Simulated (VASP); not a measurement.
# Sr (P-62m) in VASP: settings compared

Sr is run at these levels: RPBE, PBE; tasks: single point.

Program: VASP 6.6.1. These are calculated values, not measurements. Logs are shortened: lines on timing, memory, paths and dates and some standing lists are left out, and cuts for length are marked.

## (1) The cell of the first run

The structure is hexagonal, space group P-62m (No. 189). The conventional cell has a = 7.066 Å, b = 7.066 Å, c = 3.817 Å, α = 90.00°, β = 90.00°, γ = 120.00°. Within 5.0 Å of Sr (site symmetry m2m) lie 8 Sr at 3.82 to 4.09 Å.

This isn't the form of Sr at room conditions, which is fcc.

## (2) Single point, RPBE

INCAR reads:

```
  ALGO = Fast
  EDIFF = 1E-6
  ENCUT = 520
  GGA = RP
  ISIF = 2
  ISMEAR = 0
  LASPH = T
  LCHARG = T
  LELF = T
  LREAL = F
  LVHAR = T
  LWAVE = F
  NBANDS = 22
  NELM = 100
  PREC = Accurate
  SIGMA = 0.1
```

KPOINTS reads:

```
k-points
0
Gamma
  3 3 1
```

POSCAR reads:

```
Sr
1.0
    7.0659524677      0.0000000000      0.0000000000
   -3.5329762338      6.1192943389      0.0000000000
    0.0000000000      0.0000000000      3.8166326050
Sr
3
Direct
    0.0000000000      0.6657832900      0.0000000000
    0.3342167100      0.3342167100      0.0000000000
    0.6657832900      0.0000000000      0.0000000000
```

Potentials or basis: VASP PAW PBE potentials, release 64 (Sr_sv).

The run is started by

```console
cat potpaw_PBE.64/Sr_sv/POTCAR > POTCAR
mpirun -np 1 vasp_std > vasp.out
```

OUTCAR:

```text
EDIFF = 1E-6
   ENCUT = 520
   GGA = RP
   ISIF = 2
   ISMEAR = 0
   LASPH = T
   LREAL = F
   NELM = 100
   PREC = Accurate

 ion  position               nearest neighbor table
   1  0.000  0.666  0.000-   3 4.07   2 4.07   3 4.07   2 4.07   2 4.09   3 4.09
   2  0.334  0.334  0.000-   3 4.07   3 4.07   1 4.07   1 4.07   1 4.09   3 4.09
   3  0.666  0.000  0.000-   2 4.07   1 4.07   2 4.07   1 4.07   1 4.09   2 4.09

  LATTYP: Found a hexagonal cell.
 ALAT       =     7.0659524677
 C/A-ratio  =     0.5401441097

  Lattice vectors:

 A1 = (   7.0659524677,   0.0000000000,   0.0000000000)
 A2 = (  -3.5329762338,   6.1192943389,   0.0000000000)
 A3 = (   0.0000000000,   0.0000000000,   3.8166326050)

Analysis of symmetry for initial positions (statically):
=====================================================================
 Subroutine PRICEL returns:
 Original cell was already a primitive cell.

 Routine SETGRP: Setting up the symmetry group for a
 hexagonal supercell.

 Subroutine GETGRP returns: Found 12 space group operations
 (whereof 12 operations were pure point group operations)
 out of a pool of 24 trial point group operations.

The static configuration has the point symmetry D_3h.

Analysis of symmetry for dynamics (positions and initial velocities):
=====================================================================
 Subroutine PRICEL returns:
 Original cell was already a primitive cell.

 Routine SETGRP: Setting up the symmetry group for a
 hexagonal supercell.

 Subroutine GETGRP returns: Found 12 space group operations
 (whereof 12 operations were pure point group operations)
 out of a pool of 24 trial point group operations.

The dynamic configuration has the point symmetry D_3h.

 Subroutine INISYM returns: Found 12 space group operations
 (whereof 12 operations are pure point group operations),
 and found     1 'primitive' translations

----------------------------------------------------------------------------------------

                                     Primitive cell

[... 62 lines left out ...]
   ISTART =      0    job   : 0-new  1-cont  2-samecut
   ICHARG =      2    charge: 1-file 2-atom 10-const
   ISPIN  =      1    spin polarized calculation?
   LNONCOLLINEAR =      F non collinear calculations
   LSORBIT =      F    spin-orbit coupling
   LASPH  =      T    aspherical Exc in radial PAW
   ENCUT  =  520.0 eV  38.22 Ry    6.18 a.u.  13.14 13.14  7.10*2*pi/ulx,y,z
   NELM   =    100;   NELMIN=  2; NELMDL= -5     # of ELM steps
   EDIFF  = 0.1E-05   stopping-criterion for ELM
   LREAL  =      F    real-space projection
   EDIFFG = 0.1E-04   stopping-criterion for IOM
   NSW    =      0    number of steps for IOM
   IBRION =     -1    ionic relax: 0-MD 1-quasi-New 2-CG
   NFREE  =      0    steps in history (QN), initial steepest desc. (CG)
   ISIF   =      2    stress and relaxation
   ISYM   =      2    0-nonsym 1-usesym 2-fastsym
   POTIM  = 0.5000    time-step for ionic-motion
   TEBEG  =    0.0;   TEEND  =   0.0 temperature during run
   PSTRESS=    0.0 pullay stress
   NELECT =      30.0000    total number of electrons
   NUPDOWN=      -1.0000    fix difference up-down
   EMIN   =  10.00;   EMAX   =-10.00  energy-range for DOS
   EFERMI =   0.00;   METHOD = LEGACY
   ISMEAR =     0;   SIGMA  =   0.10  broadening in eV -4-tet -1-fermi 0-gaus
   EFERMI_NEDOS =   21; number of points for ismear=-14 and -15
   IALGO  =     68    algorithm
   IMIX   =      4    mixing-type and parameters
     AMIX     =   0.40;   BMIX     =  1.00
     AMIX_MAG =   1.60;   BMIX_MAG =  1.00
  volume/ion in A,a.u.               =      55.01       371.22
  Fermi-wavevector in a.u.,A,eV,Ry     =   0.927394  1.752521 11.701831  0.860060
  Thomas-Fermi vector in A             =   2.053459
   LORBIT       =      0    0 simple, 1 ext, 2 COOP (PROOUT), +10 PAW based schemes
   GGA     = RP    functional components
   LHFCALC =     F    Hartree Fock is set to
   AEXX    =    0.0000 exact exchange contribution
   IVDW    =     0    specifies the selected vdW correction
   LEPSILON=     F    determine dielectric tensor
   LRPA    =     F    only Hartree local field effects (RPA)
 non-spin polarized calculation
 RMM-DIIS sequential band-by-band and
 Gauss-broadening in eV      SIGMA  =   0.10
  energy-cutoff  :      520.00
  volume of cell :      165.03
 maximum number of plane-waves:      4437
 NGX is ok and might be reduce to    54
   NGX = 27   NGY = 27   NGZ = 15

 number of electron      30.0000000 magnetization

 Free energy of the ion-electron system (eV)
  ---------------------------------------------------
  ext. energy  EPLUGINS =         0.00000000
  ---------------------------------------------------
  free energy    TOTEN  =        -6.76844180 eV

  energy without entropy =       -6.72604886  energy(sigma->0) =       -6.74724533

 E-fermi :   1.5920     XC(G=0):  -7.2443

 val. band max:        0.7260845107   @ k =   0.3333  -0.0000   0.0000
 cond. band min:       1.6374702568   @ k =   0.3333  -0.0000   0.0000
 fundamental gap:      0.9113857461
 Fermi energy:         1.5920013031

 k-point     1 :       0.0000    0.0000    0.0000
  band No.  band energies     occupation
      1     -35.1179      2.00000
      2     -35.0987      2.00000
      3     -35.0987      2.00000
      4     -17.1633      2.00000
      5     -17.1609      2.00000
      6     -17.1609      2.00000
[... 64 lines left out ...]
     21       2.7600      0.00000
     22       5.2470      0.00000

------------------------ aborting loop because EDIFF is reached ----------------------------------------

  FORCE on cell =-STRESS in cart. coord.  units (eV):
  Direction    XX          YY          ZZ          XY          YZ          ZX
  --------------------------------------------------------------------------------------
  -------------------------------------------------------------------------------------
  Total        3.8545018      3.8545018     -0.4855093      0.0000000      0.0000000     -0.0000000
  in kB       37.4219507     37.4219507     -4.7136326      0.0000000      0.0000000     -0.0000000
  external PRESSURE =      23.3767562 kB  Pullay stress =       0.0000000 kB

 VOLUME and BASIS-vectors are now :
 -----------------------------------------------------------------------------
  energy-cutoff  :      520.00
  volume of cell :      165.03
      direct lattice vectors                 reciprocal lattice vectors
     7.065952468  0.000000000  0.000000000     0.141523737  0.081708768  0.000000000
    -3.532976234  6.119294339  0.000000000     0.000000000  0.163417536  0.000000000
     0.000000000  0.000000000  3.816632605     0.000000000  0.000000000  0.262011072

 POSITION                                       TOTAL-FORCE (eV/Angst)
 -----------------------------------------------------------------------------------
     -2.35220      4.07412      0.00000        -0.010994      0.019041      0.000000
      1.18078      2.04517      0.00000        -0.010994     -0.019041     -0.000000
      4.70439      0.00000      0.00000         0.021987      0.000000      0.000000
 -----------------------------------------------------------------------------------
    total drift:                                0.000000      0.000000     -0.000000

  FREE ENERGIE OF THE ION-ELECTRON SYSTEM (eV)
  ---------------------------------------------------
  free  energy   TOTEN  =        -6.7684417978 eV

  energy  without entropy=       -6.7260488640  energy(sigma->0) =       -6.74724533
```

OSZICAR:

```text
N       E                     dE             d eps       ncg     rms          rms(c)
DAV:   1     0.194396871213E+03    0.19440E+03   -0.13800E+04   132   0.114E+03
DAV:   2     0.110709570211E+02   -0.18333E+03   -0.17906E+03   150   0.283E+02
DAV:   3    -0.565788133047E+01   -0.16729E+02   -0.16433E+02   232   0.564E+01
DAV:   4    -0.673886785694E+01   -0.10810E+01   -0.10782E+01   180   0.121E+01
DAV:   5    -0.675627170036E+01   -0.17404E-01   -0.17402E-01   186   0.210E+00    0.163E+01
RMM:   6    -0.676116205647E+01   -0.48904E-02   -0.18482E-02   143   0.124E+00    0.942E+00
RMM:   7    -0.676726247602E+01   -0.61004E-02   -0.40164E-02   157   0.182E+00    0.420E-01
RMM:   8    -0.676822069186E+01   -0.95822E-03   -0.72872E-03   173   0.473E-01    0.104E-01
RMM:   9    -0.676838937723E+01   -0.16869E-03   -0.11645E-03   227   0.134E-01    0.112E-01
RMM:  10    -0.676842541718E+01   -0.36040E-04   -0.30561E-04   209   0.778E-02    0.111E-01
RMM:  11    -0.676843961116E+01   -0.14194E-04   -0.56124E-05   220   0.365E-02    0.954E-03
RMM:  12    -0.676844001848E+01   -0.40732E-06   -0.28016E-05   197   0.171E-02    0.693E-03
RMM:  13    -0.676844179454E+01   -0.17761E-05   -0.54848E-06   183   0.122E-02    0.407E-03
RMM:  14    -0.676844179783E+01   -0.32956E-08   -0.31747E-06   159   0.730E-03
   1 F= -.67684418E+01 E0= -.67472453E+01  d E =-.423929E-01
```

stdout:

```text
POSCAR found type information on POSCAR Sr
 POSCAR found :  1 types and       3 ions
 scaLAPACK will be used
 -----------------------------------------------------------------------------
|                                                                             |
|                                                                             |
|     You enforced a specific xc type in the INCAR file but a different       |
|     I HOPE YOU KNOW WHAT YOU ARE DOING!                                     |
|                                                                             |
 -----------------------------------------------------------------------------

 LDA part: xc-table for (Slater+PW92), standard interpolation
 POSCAR, INCAR and KPOINTS ok, starting setup
 FFT: planning ... GRIDC
 FFT: planning ... GRID_SOFT
 FFT: planning ... GRID
 WAVECAR not read
 entering main loop
```

It took 34 s on 1 thread of AMD EPYC 7R13, shared host; peak memory 0.22 GiB.

Results:

| Item | Value |
| --- | --- |
| Free energy | -6.7684 eV |
| Pressure | 2.3 GPa |
| Largest force | 0.022 eV/Å |
| Band gap on the k mesh | zero (bands 15 and 16 overlap by 0.04 eV) |

Forces on the atoms (eV/Å):
```
Sr  -0.011  0.019  0.000
Sr  -0.011 -0.019  0.000
Sr   0.022  0.000  0.000
```

Caveat: the k points lie up to 1.65 Å⁻¹ apart, too coarse for converged energies, forces and pressures; the PAW data sets were made with another functional, which shifts forces and pressure a little.

## (3) Single point, PBE

INCAR reads:

```
SYSTEM = Sr
  ALGO = Fast
  EDIFF = 1E-6
  ENCUT = 520
  GGA = PE
  ISIF = 2
  ISMEAR = 0
  LASPH = .True.
  LCHARG = .True.
  LELF = .True.
  LREAL = .False.
  LVHAR = .True.
  LWAVE = .False.
  NBANDS = 22
  NELM = 60
  PREC = Accurate
  SIGMA = 0.1
```

KPOINTS reads:

```
k-points
0
Gamma
  3 3 4
  0 0 0
```

POSCAR is that of step 2.

Potentials or basis: VASP PAW PBE potentials, release 64 (Sr_sv).

The run is started by

```console
cat potpaw_PBE.64/Sr_sv/POTCAR > POTCAR
mpirun -np 1 vasp_std > vasp.out
```

Run time: 88 s. Hardware: 1 thread of AMD EPYC 7R13, shared host; peak memory 0.24 GiB.

It converged, with:

| Quantity | Value |
| --- | --- |
| Free energy | -4.1713 eV |
| Pressure | -0.1 GPa |
| Largest force | 0.015 eV/Å |
| Band gap on the k mesh | zero (bands 15 and 16 overlap by 0.66 eV) |

Forces in eV/Å, atoms in the order of the input:
```
Sr  -0.008  0.013  0.000
Sr  -0.008 -0.013  0.000
Sr   0.015  0.000  0.000
```

Stress tensor (GPa, compression positive):
```
-0.71  0.00  0.00
 0.00 -0.71  0.00
 0.00  0.00  1.06
```

Levels at points of the mesh, in eV from the Fermi level:
```tsv
k point	band 12	band 13	band 14	band 15	band 16	band 17	band 18	band 19
(0.00, 0.00, 0.00)	-18.41	-3.43	0.22	0.22	0.22	0.22	0.40	0.40
(0.00, 0.00, 0.50)	-18.44	-1.24	-0.13	0.56	0.57	0.57	0.58	1.82
```

Caveat: the k points lie up to 0.41 Å⁻¹ apart, too coarse for converged energies and pressures of a metal.

## (4) Single point, PBE

INCAR reads:

```
ALGO = Normal
EDIFF = 1E-7
ENCUT = 520
GGA = PE
ISIF = 2
ISMEAR = 0
LASPH = T
LCHARG = F
LREAL = F
LWAVE = F
NBANDS = 22
NELM = 100
PREC = Accurate
SIGMA = 0.1
```

KPOINTS reads:

```
k-points
0
Gamma
  3 3 4
```

POSCAR is that of step 3.

The run is started by

```console
cat potpaw_PBE.64/Sr_sv/POTCAR > POTCAR
mpirun -np 1 vasp_std > vasp.out
```

Wall time 62 s (1 thread of AMD EPYC 7R13, shared host); peak memory 0.23 GiB.

It converged, with:

* Free energy: -4.1713 eV
* Pressure: -0.1 GPa
* Largest force: 0.015 eV/Å
* Band gap on the k mesh: zero (bands 15 and 16 overlap by 0.66 eV)

Forces on the atoms (eV/Å):
```
Sr  -0.008  0.013  0.000
Sr  -0.008 -0.013  0.000
Sr   0.015  0.000  0.000
```

Stress tensor (GPa, compression positive):
```
-0.71  0.00  0.00
 0.00 -0.71  0.00
 0.00  0.00  1.05
```

Levels at points of the mesh, in eV from the Fermi level:
| k point | band 11 | band 12 | band 13 | band 14 | band 15 | band 16 | band 17 | band 18 | band 19 | band 20 |
| --- | --- | --- | --- | --- | --- | --- | --- | --- | --- | --- |
| (0.00, 0.00, 0.00) | -18.40 | -18.40 | -3.43 | 0.22 | 0.22 | 0.22 | 0.22 | 0.40 | 0.40 | 0.90 |
| (0.00, 0.00, 0.50) | -18.44 | -18.44 | -1.24 | -0.13 | 0.56 | 0.57 | 0.57 | 0.58 | 1.82 | 1.82 |

Caveat: the k points lie up to 0.41 Å⁻¹ apart, too coarse for converged energies and pressures of a metal.

## (5) Single point, RPBE

INCAR reads:

```
PREC = Accurate
ENCUT = 520
EDIFF = 1E-6
ISMEAR = 0
SIGMA = 0.1
LREAL = F
LASPH = T
NELM = 100
ALGO = Normal
ISIF = 2
LWAVE = F
LCHARG = F
GGA = RP
NBANDS = 22
```

KPOINTS reads:

```
regular mesh
0
Gamma
  3 3 4
```

POSCAR is that of step 4.

The run is started by

```console
cat potpaw_PBE.64/Sr_sv/POTCAR > POTCAR
mpirun -np 1 vasp_std > vasp.out
```

Wall time 41 s (1 thread of AMD EPYC 7R13, shared host); peak memory 0.23 GiB.

Results (log left out):

| Item | Value |
| --- | --- |
| Free energy | -3.6102 eV |
| Pressure | 0.5 GPa |
| Largest force | 0.016 eV/Å |
| Band gap on the k mesh | zero (bands 15 and 16 overlap by 0.67 eV) |

Forces in eV/Å, atoms in the order of the input:
```
Sr  -0.008  0.014  0.000
Sr  -0.008 -0.014  0.000
Sr   0.016  0.000  0.000
```

Stress tensor (GPa, compression positive):
```
0.00 0.00 0.00
0.00 0.00 0.00
0.00 0.00 1.61
```

Levels at points of the mesh, in eV from the Fermi level:
| k point | band 13 | band 14 | band 15 | band 16 | band 17 | band 18 |
| --- | --- | --- | --- | --- | --- | --- |
| (0.00, 0.00, 0.00) | -3.40 | 0.21 | 0.21 | 0.21 | 0.21 | 0.49 |
| (0.00, 0.00, 0.50) | -1.19 | -0.16 | 0.56 | 0.57 | 0.57 | 0.58 |

Caveat: the k points lie up to 0.41 Å⁻¹ apart, too coarse for converged energies and pressures of a metal; the PAW data sets were made with another functional, which shifts forces and pressure a little.

## (6) The runs side by side

| level | k mesh | gap on the mesh (eV) | pressure (GPa) | largest force (eV/Å) |
| --- | --- | --- | --- | --- |
| RPBE | 3 × 3 × 1 | none | 2.3 | 0.02 |
| PBE | 3 × 3 × 4 | none | -0.1 | 0.02 |
| RPBE | 3 × 3 × 4 | none | 0.5 | 0.02 |

Alike in all rows: task single point; potentials or basis VASP PAW PBE potentials, release 64 (Sr_sv); no spin polarisation; cell as given; cutoff (eV) 520; smearing gaussian 0.1 eV.

Caveats: all runs use coarse meshes; the PAW data sets were made with another functional, which shifts forces and pressure a little (at least some runs).

Total energies depend on the potentials used, so only differences within one code and one set of settings carry meaning.

The gap in the log of VASP goes by the Fermi energy; the results here count the filled bands.